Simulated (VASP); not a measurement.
KF, 2 atoms in the cell. Symmetry: Fm-3m, No. 225, cubic system. Conventional cell: a = 5.163 Å, b = 5.163 Å, c = 5.163 Å, α = 90.00°, β = 90.00°, γ = 90.00°. K (site symmetry m-3m) has 6 F at 2.58 Å within 3.4 Å. F (site symmetry m-3m) has 6 K at 2.58 Å within 3.4 Å. 

* Program: VASP 6.6.1
* Task: single point
* Functional: LDA
* Potentials or basis: VASP PAW LDA potentials, release 64 (K_sv, F)
* Cutoff: 600 eV
* k mesh: 6 × 6 × 6
* Occupations: gaussian, width 0.02 eV
* Spin: no spin polarisation
* Dipole correction: no
* Further INCAR settings: ALGO = Normal; EDIFF = 1e-06; NBANDS = 15

Potentials or basis: VASP PAW LDA potentials, release 64 (K_sv, F).

Run with:

```console
$ cat potpaw_LDA.64/K_sv/POTCAR potpaw_LDA.64/F/POTCAR > POTCAR
$ mpirun -np 1 vasp_std > vasp.out
```

Hardware: 1 thread of Intel Xeon 8259CL, on a shared host.

Q: How long does it take, and how much memory?

A: Wall time 8.6 s on 1 thread of Intel Xeon 8259CL (shared host), peak memory 0.15 GiB. Counts: scf iterations 13, k points 16.
